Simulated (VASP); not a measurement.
# V (Im-3m) in VASP: notebook, part 2 of 2

VASP 6.6.1. Earlier steps stand in the parts before.

### Step 5. Single point, PBEsol

This run uses another cell than the first one, of 11.66 Å³/atom.

Contents of INCAR:

```
SYSTEM = V
PREC = Accurate ; ENCUT = 520
EDIFF = 1E-7 ; ISMEAR = 0
SIGMA = 0.1 ; LREAL = .FALSE.
LASPH = .TRUE. ; NELM = 60
ALGO = Normal ; ISIF = 2
LWAVE = .FALSE. ; LCHARG = .TRUE.
GGA = PS ; LELF = .TRUE.
LVHAR = .TRUE. ; NBANDS = 12
```

Contents of KPOINTS:

```
Automatic mesh
0
G
  20 20 20
  0 0 0
```

Contents of POSCAR:

```
V
1.0
   -1.4286199817      1.4286199817      1.4286199817
    1.4286199817     -1.4286199817      1.4286199817
    1.4286199817      1.4286199817     -1.4286199817
V
1
Direct
    0.0000000000      0.0000000000      0.0000000000
```

Potentials or basis: VASP PAW PBE potentials, release 64 (V_sv).

The run is started by

```
> cat potpaw_PBE.64/V_sv/POTCAR > POTCAR
> mpirun -np 1 vasp_std > vasp.out
```

OUTCAR:

```text
SYSTEM = V
   PREC = Accurate
   ENCUT = 520
   EDIFF = 1E-7
   ISMEAR = 0
   LREAL = .FALSE.
   LASPH = .TRUE.
   NELM = 60
   ISIF = 2
   GGA = PS

 ion  position               nearest neighbor table
   1  0.000  0.000  0.000-

  LATTYP: Found a body centered cubic cell.
 ALAT       =     2.8572399634

  Lattice vectors:

 A1 = (  -1.4286199817,   1.4286199817,   1.4286199817)
 A2 = (   1.4286199817,  -1.4286199817,   1.4286199817)
 A3 = (   1.4286199817,   1.4286199817,  -1.4286199817)

Analysis of symmetry for initial positions (statically):
=====================================================================
 Subroutine PRICEL returns:
 Original cell was already a primitive cell.

 Routine SETGRP: Setting up the symmetry group for a
 body centered cubic supercell.

 Subroutine GETGRP returns: Found 48 space group operations
 (whereof 48 operations were pure point group operations)
 out of a pool of 48 trial point group operations.

The static configuration has the point symmetry O_h .

Analysis of symmetry for dynamics (positions and initial velocities):
=====================================================================
 Subroutine PRICEL returns:
 Original cell was already a primitive cell.

 Routine SETGRP: Setting up the symmetry group for a
 body centered cubic supercell.

 Subroutine GETGRP returns: Found 48 space group operations
 (whereof 48 operations were pure point group operations)
 out of a pool of 48 trial point group operations.

The dynamic configuration has the point symmetry O_h .

 Subroutine INISYM returns: Found 48 space group operations
 (whereof 48 operations are pure point group operations),
 and found     1 'primitive' translations

----------------------------------------------------------------------------------------

                                     Primitive cell

[... 112 lines left out ...]
   LORBIT       =      0    0 simple, 1 ext, 2 COOP (PROOUT), +10 PAW based schemes
   GGA     = PS    functional components
   LHFCALC =     F    Hartree Fock is set to
   AEXX    =    0.0000 exact exchange contribution
   IVDW    =     0    specifies the selected vdW correction
   LEPSILON=     F    determine dielectric tensor
   LRPA    =     F    only Hartree local field effects (RPA)
 non-spin polarized calculation
 Gauss-broadening in eV      SIGMA  =   0.10
  energy-cutoff  :      520.00
  volume of cell :       11.66
 maximum number of plane-waves:       329
   NGX =  9   NGY =  9   NGZ =  9

 number of electron      12.9999986 magnetization

 Free energy of the ion-electron system (eV)
  ---------------------------------------------------
  ext. energy  EPLUGINS =         0.00000000
  ---------------------------------------------------
  free energy    TOTEN  =        -9.54311381 eV

  energy without entropy =       -9.53563221  energy(sigma->0) =       -9.53937301

 E-fermi :  11.4732     XC(G=0): -13.8698

 val. band max:       11.4569307958   @ k =  -0.1500   0.2000   0.0500
 cond. band min:      11.4775294173   @ k =   0.1000   0.0500   0.0500
 fundamental gap:      0.0205986214
 Fermi energy:        11.4731946345

 k-point     1 :       0.0000    0.0000    0.0000
  band No.  band energies     occupation
      1     -51.8730      2.00000
      2     -24.9744      2.00000
      3     -24.9744      2.00000
      4     -24.9744      2.00000
      5       4.6124      2.00000
      6      11.8919      0.00000
      7      11.8919      0.00000
      8      11.8919      0.00000
      9      14.2922      0.00000
     10      14.2922      0.00000
     11      33.0777      0.00000
     12      33.0777      0.00000
[... 331 lines left out ...]
 k-point    24 :       0.2500    0.1000   -0.0000
  band No.  band energies     occupation
      1     -51.6302      2.00000
      2     -25.9355      2.00000
      3     -25.2768      2.00000
      4     -25.0317      2.00000
      5       7.7833      2.00000
      6      10.5914      2.00000
      7      11.1746      1.99998
      8      13.8462      0.00000
      9      14.6747      0.00000
     10      15.0396      0.00000
     11      28.0340      0.00000
     12      30.0949      0.00000

 [... further k-points ...]

------------------------ aborting loop because EDIFF is reached ----------------------------------------

  FORCE on cell =-STRESS in cart. coord.  units (eV):
  Direction    XX          YY          ZZ          XY          YZ          ZX
  --------------------------------------------------------------------------------------
  -------------------------------------------------------------------------------------
  Total        1.8534195      1.8534195      1.8534195     -0.0000000      0.0000000     -0.0000000
  in kB      254.6092358    254.6092358    254.6092358     -0.0000000      0.0000000     -0.0000000
  external PRESSURE =     254.6092358 kB  Pullay stress =       0.0000000 kB

 VOLUME and BASIS-vectors are now :
 -----------------------------------------------------------------------------
  energy-cutoff  :      520.00
  volume of cell :       11.66
      direct lattice vectors                 reciprocal lattice vectors
    -1.428619982  1.428619982  1.428619982     0.000000000  0.349988105  0.349988105
     1.428619982 -1.428619982  1.428619982     0.349988105  0.000000000  0.349988105
     1.428619982  1.428619982 -1.428619982     0.349988105  0.349988105  0.000000000

 POSITION                                       TOTAL-FORCE (eV/Angst)
 -----------------------------------------------------------------------------------
      0.00000      0.00000      0.00000        -0.000000     -0.000000      0.000000
 -----------------------------------------------------------------------------------
    total drift:                                0.000000      0.000000      0.000000

  FREE ENERGIE OF THE ION-ELECTRON SYSTEM (eV)
  ---------------------------------------------------
  free  energy   TOTEN  =        -9.5431138087 eV

  energy  without entropy=       -9.5356322112  energy(sigma->0) =       -9.53937301
```

stdout:

```text
POSCAR found type information on POSCAR V
 POSCAR found :  1 types and       1 ions
 scaLAPACK will be used
 -----------------------------------------------------------------------------
|                                                                             |
|                                                                             |
|     You enforced a specific xc type in the INCAR file but a different       |
|     I HOPE YOU KNOW WHAT YOU ARE DOING!                                     |
|                                                                             |
 -----------------------------------------------------------------------------

 LDA part: xc-table for (Slater+PW92), standard interpolation
 POSCAR, INCAR and KPOINTS ok, starting setup
 FFT: planning ... GRIDC
 FFT: planning ... GRID_SOFT
 FFT: planning ... GRID
 WAVECAR not read
 entering main loop
```

It took 32 s on 1 thread of Intel Xeon 8259CL, shared host; peak memory 0.14 GiB.

Results:

```
Free energy            : -9.5431 eV
Pressure               : 25.5 GPa
Band gap on the k mesh : zero (an odd number of electrons rules out a gap without spin polarisation)
```

Levels at points of the mesh, in eV from the Fermi level:
```csv
k point,band 4,band 5,band 6,band 7,band 8,band 9
"(0.00, 0.00, 0.00)",-36.45,-6.86,0.42,0.42,0.42,2.82
"(0.50, 0.00, 0.00)",-36.46,-3.73,-1.46,2.26,2.87,3.29
"(0.50, 0.50, 0.50)",-37.40,-3.75,-3.75,4.48,4.48,4.48
```

Caveat: the cell stands under pressure; the PAW data sets were made with another functional, which shifts forces and pressure a little.

### Step 6. Single point, PBEsol

This run uses another cell than the first one, of 12.26 Å³/atom.

Contents of INCAR:

```
PREC = Accurate
ENCUT = 520
EDIFF = 1E-7
ISMEAR = 0
SIGMA = 0.1
LREAL = False
LASPH = True
NELM = 60
ALGO = Normal
ISIF = 2
LWAVE = False
LCHARG = False
GGA = PS
NBANDS = 12
```

Contents of KPOINTS:

```
Automatic mesh
0
Gamma
  20 20 20
```

Contents of POSCAR:

```
V
1.0
   -1.4525862895      1.4525862895      1.4525862895
    1.4525862895     -1.4525862895      1.4525862895
    1.4525862895      1.4525862895     -1.4525862895
V
1
Direct
    0.0000000000      0.0000000000      0.0000000000
```

Potentials or basis: VASP PAW PBE potentials, release 64 (V_sv).

The run is started by

```
> cat potpaw_PBE.64/V_sv/POTCAR > POTCAR
> mpirun -np 1 vasp_std > vasp.out
```

It took 36 s on 1 thread of Intel Xeon 8259CL, shared host; peak memory 0.15 GiB.

The run converged. Its results:

* Free energy: -9.6128 eV
* Pressure: 12.3 GPa
* Band gap on the k mesh: zero (an odd number of electrons rules out a gap without spin polarisation)

Levels at points of the mesh, in eV from the Fermi level:
| k point | band 2 | band 3 | band 4 | band 5 | band 6 | band 7 | band 8 | band 9 | band 10 | band 11 |
| --- | --- | --- | --- | --- | --- | --- | --- | --- | --- | --- |
| (0.00, 0.00, 0.00) | -36.60 | -36.60 | -36.60 | -6.78 | 0.43 | 0.43 | 0.43 | 2.68 | 2.68 | 21.22 |
| (0.50, 0.00, 0.00) | -37.82 | -36.97 | -36.61 | -3.52 | -1.33 | 2.03 | 2.71 | 3.11 | 4.68 | 11.41 |
| (0.50, 0.50, 0.50) | -37.42 | -37.42 | -37.42 | -3.47 | -3.47 | 4.22 | 4.22 | 4.22 | 11.11 | 11.11 |

Caveat: the cell stands under pressure; the PAW data sets were made with another functional, which shifts forces and pressure a little.

### Step 7. Summary

| task | cell | cutoff (eV) | gap on the mesh (eV) | pressure (GPa) |
| --- | --- | --- | --- | --- |
| single point | a = 2.562 Å, angles 109.5°, 1 atom | 520 | none | 0.2 |
| relaxation of cell and atoms | relaxed from a = 2.569 Å, angles 109.5°, 1 atom | 600 | none | 0.0 |
| single point | a = 2.411 Å, angles 109.5°, 1 atom | 520 | none | 50.7 |
| single point | a = 2.474 Å, angles 109.5°, 1 atom | 520 | none | 25.5 |
| single point | a = 2.516 Å, angles 109.5°, 1 atom | 520 | none | 12.3 |

Alike in all rows: level PBEsol; potentials or basis VASP PAW PBE potentials, release 64 (V_sv); no spin polarisation; k mesh 20 × 20 × 20; smearing gaussian 0.1 eV.

Caveats: the PAW data sets were made with another functional, which shifts forces and pressure a little; the cell stands under pressure (at least some runs).

Absolute energies hang on the potentials; compare differences alone.
